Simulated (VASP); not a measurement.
A run of VASP 6.6.1:

File INCAR:

```
SYSTEM = SbMo
PREC = Accurate ; ENCUT = 520
EDIFF = 1E-6 ; ISMEAR = 0
SIGMA = 0.05 ; LREAL = .False.
LASPH = .True. ; NELM = 80
ALGO = Normal ; ISIF = 2
LWAVE = .False. ; LCHARG = .False.
GGA = PE ; NBANDS = 27
```

Contents of KPOINTS:

```
regular mesh
0
Gamma
  10 10 6
  0 0 0
```

POSCAR

```
SbMo
1.0
    4.2841974795      0.0000000000      0.0000000000
   -2.1420987397      3.7102238520      0.0000000000
    0.0000000000      0.0000000000      5.2185698569
Mo Sb
2 2
Direct
    0.0000000000      0.0000000000      0.0000000000
    0.0000000000      0.0000000000      0.5000000000
    0.3333333333      0.6666666667      0.2500000000
    0.6666666667      0.3333333333      0.7500000000
```

Potentials or basis: VASP PAW PBE potentials, release 64 (Mo_sv, Sb).

Launch:

```sh
$ cat potpaw_PBE.64/Mo_sv/POTCAR potpaw_PBE.64/Sb/POTCAR > POTCAR
$ mpirun -np 1 vasp_std > vasp.out
```

Hardware: 1 thread of AMD EPYC 7R43 64-Core Processor (Zen 3), with other jobs on the host.

Estimate the wall time of this run.

Wall time 120 s on 1 thread of AMD EPYC 7R43 64-Core Processor (Zen 3), on a shared host, peak memory 0.22 GiB. Counts: scf iterations 13, k points 56.
